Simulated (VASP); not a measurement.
Input of a VASP 6.6.1 run:

The input INCAR:

```
PREC = Accurate ; ENCUT = 520
EDIFF = 1E-6 ; ISMEAR = 0
SIGMA = 0.1 ; LREAL = False
LASPH = True ; NELM = 100
ALGO = Normal ; ISIF = 2
LWAVE = False ; LCHARG = True
LDIPOL = True ; IDIPOL = 3
DIPOL = 0.5 0.5 0.295 ; GGA = PE
LELF = True ; LVHAR = True
LVACPOTAV = True ; NBANDS = 20
```

Contents of KPOINTS:

```
Automatic mesh
0
Gamma
  16 16 1
```

POSCAR

```
NaN
1.0
    2.8499172934      0.0000000000      0.0000000000
    0.0000000000      2.8821557119      0.0000000000
    0.0000000000      0.0000000000     30.5214124000
Na N
2 2
Direct
    0.0000000000      0.0000000000      0.2323339258
    0.5000000000      0.5000000000      0.3574159771
    0.0000000000      0.5000000000      0.2932942400
    0.5000000000      0.0000000000      0.2964556629
```

Potentials or basis: VASP PAW PBE potentials, release 64 (Na_pv, N).

Run with:

```bash
$ cat potpaw_PBE.64/Na_pv/POTCAR potpaw_PBE.64/N/POTCAR > POTCAR
$ mpirun -np 1 vasp_std > vasp.out
```

(1) What does it give for the band gap on the k mesh?

(2) Estimate the largest force.

## Answers

(1) zero (band 12 reaches -1.77 eV, above the bottom of band 13 at -2.78 eV).

(2) 0.023 eV/Å.
